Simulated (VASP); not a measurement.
# BePt (F-43m) in VASP: a series of runs

The runs below take BePt through single point, relaxation of cell and atoms, with PBE.

All numbers are computed with VASP 6.6.1; they aren't measurements. Logs are shortened: lines on timing, memory, paths and dates and some standing lists are left out, and cuts for length are marked.

### Step 1. The cell of the first run

Symmetry: F-43m, No. 216, cubic system. The conventional cell has a = 5.036 Å, b = 5.036 Å, c = 5.036 Å, α = 90.00°, β = 90.00°, γ = 90.00°. Be (site symmetry -43m) has 4 Pt at 2.18 Å within 2.9 Å. Within 2.9 Å of Pt (site symmetry -43m) lie 4 Be at 2.18 Å.

### Step 2. Single point, PBE

INCAR reads:

```
SYSTEM = BePt
PREC = Accurate ; ENCUT = 520
EDIFF = 1E-6 ; ISMEAR = 0
SIGMA = 0.1 ; LREAL = .FALSE.
LASPH = .TRUE. ; NELM = 60
ALGO = Normal ; ISIF = 2
LWAVE = .FALSE. ; LCHARG = .FALSE.
GGA = PE ; NBANDS = 13
```

KPOINTS reads:

```
regular mesh
0
G
  6 6 6
  0 0 0
```

POSCAR reads:

```
BePt
1.0
    0.0000000000      2.5178358986      2.5178358986
    2.5178358986      0.0000000000      2.5178358986
    2.5178358986      2.5178358986      0.0000000000
Be Pt
1 1
Direct
    0.0000000000      0.0000000000      0.0000000000
    0.7500000000      0.7500000000      0.7500000000
```

Potentials or basis: VASP PAW PBE potentials, release 64 (Be, Pt).

On the command line:

```bash
$ cat potpaw_PBE.64/Be/POTCAR potpaw_PBE.64/Pt/POTCAR > POTCAR
$ mpirun -np 1 vasp_std > vasp.out
```

OUTCAR:

```text
SYSTEM = BePt
   PREC = Accurate
   ENCUT = 520
   EDIFF = 1E-6
   ISMEAR = 0
   LREAL = .FALSE.
   LASPH = .TRUE.
   NELM = 60
   ISIF = 2
   GGA = PE

 ion  position               nearest neighbor table
   1  0.000  0.000  0.000-   2 2.18   2 2.18   2 2.18   2 2.18
   2  0.750  0.750  0.750-   1 2.18   1 2.18   1 2.18   1 2.18

  LATTYP: Found a face centered cubic cell.
 ALAT       =     5.0356717972

  Lattice vectors:

 A1 = (   0.0000000000,   2.5178358986,   2.5178358986)
 A2 = (   2.5178358986,   0.0000000000,   2.5178358986)
 A3 = (   2.5178358986,   2.5178358986,   0.0000000000)

Analysis of symmetry for initial positions (statically):
=====================================================================
 Subroutine PRICEL returns:
 Original cell was already a primitive cell.

 Routine SETGRP: Setting up the symmetry group for a
 face centered cubic supercell.

 Subroutine GETGRP returns: Found 24 space group operations
 (whereof 24 operations were pure point group operations)
 out of a pool of 48 trial point group operations.

The static configuration has the point symmetry T_d .

Analysis of symmetry for dynamics (positions and initial velocities):
=====================================================================
 Subroutine PRICEL returns:
 Original cell was already a primitive cell.

 Routine SETGRP: Setting up the symmetry group for a
 face centered cubic supercell.

 Subroutine GETGRP returns: Found 24 space group operations
 (whereof 24 operations were pure point group operations)
 out of a pool of 48 trial point group operations.

The dynamic configuration has the point symmetry T_d .

 Subroutine INISYM returns: Found 24 space group operations
 (whereof 24 operations are pure point group operations),
 and found     1 'primitive' translations

----------------------------------------------------------------------------------------

                                     Primitive cell

  volume of cell :      31.9236

  direct lattice vectors                    reciprocal lattice vectors
     0.000000000  2.517835899  2.517835899    -0.198583236  0.198583236  0.198583236
     2.517835899  0.000000000  2.517835899     0.198583236 -0.198583236  0.198583236
     2.517835899  2.517835899  0.000000000     0.198583236  0.198583236 -0.198583236

  length of vectors
     3.560757676  3.560757676  3.560757676     0.343956254  0.343956254  0.343956254

  position of ions in fractional coordinates (direct lattice)
     0.000000000  0.000000000  0.000000000
     0.750000000  0.750000000  0.750000000

  ion indices of the primitive-cell ions
   primitive index   ion index
                 1           1
                 2           2

----------------------------------------------------------------------------------------

 KPOINTS: regular mesh

Automatic generation of k-mesh.
 Grid dimensions read from file:
 generate k-points for:    6    6    6

 Generating k-lattice:

  Cartesian coordinates                     Fractional coordinates (reciprocal lattice)
    -0.033097206  0.033097206  0.033097206     0.166666667  0.000000000  0.000000000
     0.033097206 -0.033097206  0.033097206     0.000000000  0.166666667  0.000000000
     0.033097206  0.033097206 -0.033097206     0.000000000  0.000000000  0.166666667

  Length of vectors
     0.057326042  0.057326042  0.057326042

  Shift w.r.t. Gamma in fractional coordinates (k-lattice)
     0.000000000  0.000000000  0.000000000

 Subroutine IBZKPT returns following result:
 ===========================================

 Found     16 irreducible k-points:

 Following reciprocal coordinates:
            Coordinates               Weight
  0.000000  0.000000  0.000000      1.000000
  0.166667  0.000000  0.000000      8.000000
  0.333333  0.000000  0.000000      8.000000
  0.500000  0.000000  0.000000      4.000000
  0.166667  0.166667  0.000000      6.000000
  0.333333  0.166667  0.000000     24.000000
[... 8 lines left out ...]
 -0.333333  0.333333  0.166667     24.000000
 -0.333333  0.500000  0.166667     12.000000
   k-points           NKPTS =     16   k-points in BZ     NKDIM =     16   number of bands    NBANDS=     13
   number of dos      NEDOS =    301   number of ions     NIONS =      2
   total plane-waves  NPLWV =  21952
   dimension x,y,z NGX =    28 NGY =   28 NGZ =   28
   dimension x,y,z NGXF=    56 NGYF=   56 NGZF=   56
   ions per type =               1   1
   NGX,Y,Z   is equivalent  to a cutoff of  13.07, 13.07, 13.07 a.u.
   NGXF,Y,Z  is equivalent  to a cutoff of  26.15, 26.15, 26.15 a.u.
 SYSTEM =  BePt
   PREC   = accura    normal or accurate (medium, high low for compatibility)
   ISTART =      0    job   : 0-new  1-cont  2-samecut
   ICHARG =      2    charge: 1-file 2-atom 10-const
   ISPIN  =      1    spin polarized calculation?
   LNONCOLLINEAR =      F non collinear calculations
   LSORBIT =      F    spin-orbit coupling
   LASPH  =      T    aspherical Exc in radial PAW
   ENCUT  =  520.0 eV  38.22 Ry    6.18 a.u.   6.62  6.62  6.62*2*pi/ulx,y,z
   NELM   =     60;   NELMIN=  2; NELMDL= -5     # of ELM steps
   EDIFF  = 0.1E-05   stopping-criterion for ELM
   LREAL  =      F    real-space projection
   EDIFFG = 0.1E-04   stopping-criterion for IOM
   NSW    =      0    number of steps for IOM
   IBRION =     -1    ionic relax: 0-MD 1-quasi-New 2-CG
   NFREE  =      0    steps in history (QN), initial steepest desc. (CG)
   ISIF   =      2    stress and relaxation
   ISYM   =      2    0-nonsym 1-usesym 2-fastsym
   POTIM  = 0.5000    time-step for ionic-motion
   TEBEG  =    0.0;   TEEND  =   0.0 temperature during run
   PSTRESS=    0.0 pullay stress
   NELECT =      12.0000    total number of electrons
   NUPDOWN=      -1.0000    fix difference up-down
   EMIN   =  10.00;   EMAX   =-10.00  energy-range for DOS
   EFERMI =   0.00;   METHOD = LEGACY
   ISMEAR =     0;   SIGMA  =   0.10  broadening in eV -4-tet -1-fermi 0-gaus
   EFERMI_NEDOS =   21; number of points for ismear=-14 and -15
   IALGO  =     38    algorithm
   IMIX   =      4    mixing-type and parameters
     AMIX     =   0.40;   BMIX     =  1.00
     AMIX_MAG =   1.60;   BMIX_MAG =  1.00
  volume/ion in A,a.u.               =      15.96       107.72
  Fermi-wavevector in a.u.,A,eV,Ry     =   1.181493  2.232698 18.992723  1.395926
  Thomas-Fermi vector in A             =   2.317765
   LORBIT       =      0    0 simple, 1 ext, 2 COOP (PROOUT), +10 PAW based schemes
   GGA     = PE    functional components
   LHFCALC =     F    Hartree Fock is set to
   AEXX    =    0.0000 exact exchange contribution
   IVDW    =     0    specifies the selected vdW correction
   LEPSILON=     F    determine dielectric tensor
   LRPA    =     F    only Hartree local field effects (RPA)
 non-spin polarized calculation
 Gauss-broadening in eV      SIGMA  =   0.10
  energy-cutoff  :      520.00
  volume of cell :       31.92
 maximum number of plane-waves:       881
 NGX is ok and might be reduce to    28
   NGX = 13   NGY = 13   NGZ = 13

 number of electron      12.0000001 magnetization

 Free energy of the ion-electron system (eV)
  ---------------------------------------------------
  ext. energy  EPLUGINS =         0.00000000
  ---------------------------------------------------
  free energy    TOTEN  =        -9.74188949 eV

  energy without entropy =       -9.73829998  energy(sigma->0) =       -9.74009474

 E-fermi :   4.9049     XC(G=0): -10.5480

 val. band max:        4.8493790733   @ k =   0.5000   0.5000   0.0000
 cond. band min:       5.4419962046   @ k =   0.5000   0.5000   0.0000
 fundamental gap:      0.5926171313
 Fermi energy:         4.9048761254

 k-point     1 :       0.0000    0.0000    0.0000
  band No.  band energies     occupation
      1      -2.4046      2.00000
      2       1.5530      2.00000
      3       1.5530      2.00000
      4       1.5530      2.00000
      5       3.2033      2.00000
      6       3.2033      2.00000
      7      15.2835      0.00000
      8      15.2835      0.00000
      9      15.2835      0.00000
     10      16.6981      0.00000
     11      17.1623      0.00000
     12      17.1623      0.00000
     13      17.1623      0.00000

 k-point     2 :       0.1667    0.0000    0.0000
  band No.  band energies     occupation
      1      -1.8979      2.00000
      2       1.5237      2.00000
      3       1.7100      2.00000
      4       1.7100      2.00000
      5       3.1650      2.00000
      6       3.1650      2.00000
      7      12.1393      0.00000
      8      14.3718      0.00000
      9      14.3718      0.00000
     10      16.6068      0.00000
     11      17.4633      0.00000
     12      17.9415      0.00000
     13      17.9415      0.00000

 k-point     3 :       0.3333    0.0000    0.0000
  band No.  band energies     occupation
      1      -0.6826      2.00000
      2       1.7819      2.00000
      3       1.8769      2.00000
      4       1.8769      2.00000
      5       3.3436      2.00000
      6       3.3436      2.00000
      7       7.7257      0.00000
      8      12.8042      0.00000
      9      12.8042      0.00000
     10      15.9052      0.00000
     11      18.8040      0.00000
     12      18.8040      0.00000
     13      19.0285      0.00000
[... 177 lines left out ...]
 k-point    15 :      -0.3333    0.3333    0.1667
  band No.  band energies     occupation
      1       0.9117      2.00000
      2       1.5341      2.00000
      3       1.9907      2.00000
      4       2.8933      2.00000
      5       3.1843      2.00000
      6       4.2800      2.00000
      7       6.0758      0.00000
      8       8.6854      0.00000
      9      10.0117      0.00000
     10      16.5592      0.00000
     11      18.8754      0.00000
     12      19.3637      0.00000
     13      21.0743      0.00000

 k-point    16 :      -0.3333    0.5000    0.1667
  band No.  band energies     occupation
      1       1.0595      2.00000
      2       1.1117      2.00000
      3       2.5053      2.00000
      4       2.9291      2.00000
      5       3.5070      2.00000
      6       4.8487      1.57343
      7       5.9731      0.00000
      8       7.9761      0.00000
      9       8.8043      0.00000
     10      17.1180      0.00000
     11      17.2877      0.00000
     12      20.8233      0.00000
     13      21.0466      0.00000

------------------------ aborting loop because EDIFF is reached ----------------------------------------

  FORCE on cell =-STRESS in cart. coord.  units (eV):
  Direction    XX          YY          ZZ          XY          YZ          ZX
  --------------------------------------------------------------------------------------
  -------------------------------------------------------------------------------------
  Total        0.0272449      0.0272449      0.0272449     -0.0000000      0.0000000      0.0000000
  in kB        1.3673626      1.3673626      1.3673626     -0.0000000      0.0000000      0.0000000
  external PRESSURE =       1.3673626 kB  Pullay stress =       0.0000000 kB

 VOLUME and BASIS-vectors are now :
 -----------------------------------------------------------------------------
  energy-cutoff  :      520.00
  volume of cell :       31.92
      direct lattice vectors                 reciprocal lattice vectors
     0.000000000  2.517835899  2.517835899    -0.198583236  0.198583236  0.198583236
     2.517835899  0.000000000  2.517835899     0.198583236 -0.198583236  0.198583236
     2.517835899  2.517835899  0.000000000     0.198583236  0.198583236 -0.198583236

 POSITION                                       TOTAL-FORCE (eV/Angst)
 -----------------------------------------------------------------------------------
      0.00000      0.00000      0.00000        -0.000000     -0.000000     -0.000000
      3.77675      3.77675      3.77675         0.000000      0.000000      0.000000
 -----------------------------------------------------------------------------------
    total drift:                               -0.000000     -0.000000     -0.000000

  FREE ENERGIE OF THE ION-ELECTRON SYSTEM (eV)
  ---------------------------------------------------
  free  energy   TOTEN  =        -9.7418894934 eV

  energy  without entropy=       -9.7382999832  energy(sigma->0) =       -9.74009474
```

It took 4.4 s on 1 thread of Intel Xeon Platinum 8488C (Sapphire Rapids), shared host; peak memory 0.15 GiB.

What came out:

* Free energy: -9.7419 eV
* Pressure: 0.1 GPa
* Band gap on the k mesh: zero (filled and empty bands overlap)

Caveat: the k points lie up to 0.36 Å⁻¹ apart; spin-orbit coupling is left out, which moves the levels of the heavy elements.

### Step 3. Relaxation of cell and atoms, PBE

This run uses another cell than the first one, of 12.73 Å³/atom, 0.797 times its volume.

INCAR reads:

```
PREC = Accurate
ENCUT = 600
EDIFF = 1E-7
ISMEAR = 0
SIGMA = 0.1
LREAL = False
LASPH = True
NELM = 100
ALGO = Fast
ISIF = 3
LWAVE = False
LCHARG = False
GGA = PE
IBRION = 2
NSW = 90
EDIFFG = -0.04
```

KPOINTS reads:

```
regular mesh
0
Gamma
  6 6 6
```

POSCAR reads:

```
BePt
1.0
    0.0000000000      2.3349038934      2.3349038934
    2.3349038934      0.0000000000      2.3349038934
    2.3349038934      2.3349038934      0.0000000000
Be Pt
1 1
Direct
    0.0000000000      0.0000000000      0.0000000000
    0.7500000000      0.7500000000      0.7500000000
```

Potentials or basis: VASP PAW PBE potentials, release 64 (Be, Pt).

On the command line:

```bash
$ cat potpaw_PBE.64/Be/POTCAR potpaw_PBE.64/Pt/POTCAR > POTCAR
$ mpirun -np 1 vasp_std > vasp.out
```

It took 16 s on 1 thread of Intel Xeon Platinum 8488C (Sapphire Rapids), shared host; peak memory 0.16 GiB.

Results (log left out):

```yaml
Free_energy: -9.7397 eV
Relaxed_volume: 16.00 Å³/atom
Relaxed_cell: a = 3.564 Å, b = 3.564 Å, c = 3.564 Å, α = 60.00°, β = 60.00°, γ = 60.00°
Space_group_after_relaxing_to_0.05_Å: F-43m (No. 216)
Energy_gained_by_relaxing: 301.9 meV/atom
Ionic_steps: 3
Pressure_after_relaxing: -0.1 GPa
Band_gap_on_the_k_mesh: zero (band 6 reaches 4.83 eV, above the bottom of band 7 at 4.82 eV)
```

Step by step:
```tsv
step	energy change (eV)	largest force (eV/Å)	pressure (GPa)	volume (Å³)
1	0.0000	0.0000	36.55	25.46
2	-0.3722	0.0000	-11.17	37.73
3	-0.6039	0.0000	-0.11	32.00
```

Final structure:
```
Be Pt
1.0
     0.00000    2.51986    2.51986
     2.51986    0.00000    2.51986
     2.51986    2.51986    0.00000
Be Pt
1 1
Direct
  0.00000 0.00000 0.00000
  0.75000 0.75000 0.75000
```

Levels at points of the mesh, in eV from the Fermi level:
```csv
k point,band 3,band 4,band 5,band 6,band 7,band 8,band 9,band 10
"(0.00, 0.00, 0.00)",-3.34,-3.34,-1.69,-1.69,10.36,10.36,10.36,11.78
"(0.50, 0.00, 0.00)",-3.02,-1.92,-1.31,-1.31,-0.06,7.10,7.10,10.70
"(0.50, 0.50, 0.00)",-1.57,-1.57,-1.11,-0.05,0.53,3.45,3.45,10.35
```

Caveat: the k points lie up to 0.36 Å⁻¹ apart in the final cell; the volume moved by over 15 % at a fixed basis, so the end points are rough; spin-orbit coupling is left out, which moves the levels of the heavy elements.
